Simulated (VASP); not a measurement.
Here is a VASP 6.6.1 calculation.

INCAR

```
ALGO = Normal
EDIFF = 1E-6
ENCUT = 500
GGA = PE
GGA_COMPAT = False
ISIF = 2
ISMEAR = -1
LASPH = True
LCHARG = False
LREAL = False
LWAVE = False
NBANDS = 8
NELM = 120
PREC = Accurate
SIGMA = 0.06122561905347299
```

File KPOINTS:

```
k-points
0
Gamma
  20 20 20
```

Contents of POSCAR:

```
Al
1.0
    2.7221236659      0.0000000000      0.0000000000
    0.0000000000      2.7221236659      0.0000000000
    0.0000000000      0.0000000000      2.7221236659
Al
1
Direct
    0.0000000000      0.0000000000      0.0000000000
```

Potentials or basis: VASP PAW PBE potentials, release 64 (Al).

The run is started by

```bash
$ cat potpaw_PBE.64/Al/POTCAR > POTCAR
$ mpirun -np 1 vasp_std > vasp.out
```

Problem. Estimate the pressure.

Solution. 0.0 GPa.
